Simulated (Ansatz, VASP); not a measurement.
**Two plane-wave programs on BaO**

INCAR

```
PREC = Accurate
ENCUT = 600
EDIFF = 1E-6
ISMEAR = 0
SIGMA = 0.01
LREAL = F
LASPH = T
NELM = 120
ALGO = Normal
ISIF = 2
LWAVE = F
LCHARG = F
GGA = PE
NBANDS = 15
GGA_COMPAT = F
```

The input KPOINTS:

```
Automatic mesh
0
Gamma
  6 6 6
```

Contents of POSCAR:

```
BaO
1.0
    0.0000000000      2.7867173908      2.7867173908
    2.7867173908      0.0000000000      2.7867173908
    2.7867173908      2.7867173908      0.0000000000
Ba O
1 1
Direct
    0.0000000000      0.0000000000      0.0000000000
    0.5000000000      0.5000000000      0.5000000000
```

Input for Ansatz:

```yaml
crystal:
  lattice:
    - [0.0, 2.7867173908, 2.7867173908]
    - [2.7867173908, 0.0, 2.7867173908]
    - [2.7867173908, 2.7867173908, 0.0]
  atoms:
    - { symbol: Ba, position: [0.0, 0.0, 0.0] }
    - { symbol: O, position: [0.5, 0.5, 0.5] }
kpoints:
  mp_grid: { grid: [6, 6, 6] }
hamiltonian:
  xc: pbe
scf:
  occupations: { method: fixed }
  n_extra_bands: 4
output:
  forces: true
  stress: true
  eigenvalues: true
```

Alike in both runs: task single point; functional PBE; k mesh 6 × 6 × 6; no spin polarisation.

|  | VASP | Ansatz |
| --- | --- | --- |
| version | VASP 6.6.1 | Ansatz 0.2.0 |
| potentials or method | VASP PAW PBE potentials, release 64 (Ba_sv, O) | plane waves, PAW |
| plane-wave cutoff (eV) | 600 | 420 |
| occupations | gaussian, width 0.01 eV | fixed |
| valence electrons in the cell | 16 | 16 |

Ansatz gave:

| Quantity | Value |
| --- | --- |
| gap on the k mesh at the Fermi level (eV) | 2.10 |
| pressure (GPa) | 0.0 |

What did VASP give for the same quantities?

gap on the k mesh at the Fermi level (eV): 2.04; pressure (GPa): 1.5.

Neither program's run includes spin-orbit coupling.
